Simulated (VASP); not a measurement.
## Al: single point with PBEsol+D3(BJ)

The system is Al.

```
Al
1.0
     2.85714    0.00000    0.00000
    -1.42857    2.47436    0.00000
     0.00000    0.00000    9.08251
Al
4
Direct
  0.00000 0.00000 0.00000
  0.33333 0.66667 0.25000
  0.00000 0.00000 0.50000
  0.66667 0.33333 0.75000
```

This cell differs from its parent crystal: biaxial strain in the a-b plane: +2.0 %.

- Program: VASP 6.6.1
- Task: single point
- Functional: PBEsol
- Dispersion: D3(BJ)
- Potentials or basis: VASP PAW PBE potentials, release 64 (Al)
- Cutoff: 520 eV
- k mesh: 24 × 24 × 6
- Occupations: gaussian, width 0.1 eV
- Spin: no spin polarisation
- Dipole correction: no
- Further INCAR settings: ALGO = Fast; EDIFF = 1e-06; NBANDS = 14

The pressure is -2.3 GPa, the band gap on the k mesh is zero (bands 6 and 7 overlap by 5.97 eV) and the dispersion energy per atom is -0.326 eV.

Stress tensor (GPa, compression positive):
```
-3.29  0.00  0.00
 0.00 -3.29  0.00
 0.00  0.00 -0.20
```

Levels at points of the mesh, in eV from the Fermi level:
```tsv
k point	band 2	band 3	band 4	band 5	band 6	band 7	band 8	band 9	band 10	band 11
(0.00, 0.00, 0.00)	-9.52	-9.52	-4.53	-4.06	4.02	4.04	10.45	10.45	10.66	10.66
(0.50, 0.00, 0.00)	-5.34	-4.03	-3.94	-3.41	-3.31	0.87	1.32	1.62	1.91	5.40
(0.00, 0.00, 0.50)	-10.86	-7.33	-7.33	-0.49	-0.49	9.08	9.08	10.78	10.78	10.78
(0.50, 0.00, 0.50)	-5.03	-4.93	-4.93	-1.85	-1.85	-1.17	-1.17	4.91	4.91	4.97
```

Wall time 68 s on 1 thread of Intel(R) Xeon(R) 6975P-C (Granite Rapids) (shared host), peak memory 0.31 GiB.

Caveat: the cell differs from its parent crystal (biaxial strain in the a-b plane: +2.0 %); the PAW data sets were made with another functional, which shifts forces and pressure a little.
